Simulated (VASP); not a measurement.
The system is SnSe2.

```
Sn Se
1.0
     3.82515    0.00000    0.00000
    -1.91257    3.31268    0.00000
     0.00000    0.00000    6.22708
Sn Se
1 2
Direct
  0.00000 0.00000 0.00000
  0.33333 0.66667 0.25308
  0.66667 0.33333 0.74692
```

Base run:

```yaml
Program: VASP 6.6.1
Functional: PBE
Potentials_or_basis: VASP PAW PBE potentials, release 64 (Sn_d, Se)
Cutoff: 520 eV
k_mesh: 6 × 6 × 4
Occupations: gaussian, width 0.01 eV
Spin: no spin polarisation
```

Its results: band gap on the k mesh 0.79 eV, indirect (least direct gap 1.12 eV); pressure 3.0 GPa; largest force 0.262 eV/Å.

Q: The run is repeated on the same cell with these changes: functional from PBE to r2SCAN. What comes out?

A: Band gap on the k mesh 1.07 eV, indirect (least direct gap 1.51 eV); pressure 1.0 GPa; largest force 0.026 eV/Å.

r2SCAN gives the wider gap, since meta-GGAs in the generalised Kohn-Sham scheme recover part of the derivative discontinuity.

Caveats: spin-orbit coupling is left out, which moves the levels of the heavy elements; this functional lacks dispersion, which binds the layers, so the pressure and a relaxed spacing across them are unreliable (some runs); the PAW data sets were made with another functional, which shifts forces and pressure a little (some runs).

A k mesh can miss the band edges.
